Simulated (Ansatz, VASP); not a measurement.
One calculation of Sn, two programs

File INCAR:

```
  PREC = Accurate
  ENCUT = 520
  EDIFF = 1E-7
  ISMEAR = 0
  SIGMA = 0.15
  LREAL = F
  LASPH = T
  NELM = 80
  ALGO = Fast
  ISIF = 2
  LWAVE = F
  LCHARG = T
  GGA = PS
  IVDW = 12
  LELF = T
  LVHAR = T
  NBANDS = 13
```

Contents of KPOINTS:

```
regular mesh
0
Gamma
  22 22 22
```

Contents of POSCAR:

```
Sn
1.0
   -1.8226505780      1.8743867157      2.0982342931
    1.8226505780     -1.8743867157      2.0982342931
    1.8226505780      1.8743867157     -2.0982342931
Sn
1
Direct
    0.0000000000      0.0000000000      0.0000000000
```

Input for Ansatz:

```yaml
crystal:
  lattice:
    - [-1.822650578, 1.8743867157, 2.0982342931]
    - [1.822650578, -1.8743867157, 2.0982342931]
    - [1.822650578, 1.8743867157, -2.0982342931]
  atoms:
    - { symbol: Sn, position: [0.0, 0.0, 0.0] }
basis:
  ecutwfc: 420
kpoints:
  mp_grid: { grid: [22, 22, 22] }
hamiltonian:
  xc: pbesol
  dispersion: d3bj
scf:
  occupations: { method: gaussian, width: 0.15 }
output:
  forces: true
  stress: true
  eigenvalues: true
  write_density: true
  write_potential: true
  elf: true
  volumetric_format: npy
```

Alike in both runs: task single point; functional PBEsol; dispersion D3(BJ); k mesh 22 × 22 × 22; occupations gaussian, width 0.15 eV; no spin polarisation.

```csv
,VASP,Ansatz
version,VASP 6.6.1,Ansatz 0.2.0
potentials or method,"VASP PAW PBE potentials, release 64 (Sn_d), cutoff 520 eV","scalar-relativistic, plane waves, PAW"
valence electrons in the cell,14,14
```

Ansatz gave:

| Quantity | Value |
| --- | --- |
| gap on the k mesh at the Fermi level (eV) | none |
| pressure (GPa) | -6.1 |
| traceless stress, the component that is largest in VASP (GPa) | 0.35 |

Estimate VASP's values.

gap on the k mesh at the Fermi level (eV): none; pressure (GPa): -6.2; traceless stress, the component that is largest in VASP (GPa): 0.36.

VASP's potentials were made for PBE, not for PBEsol. A gap of «none» marks a metal or a gap that the smearing closes.
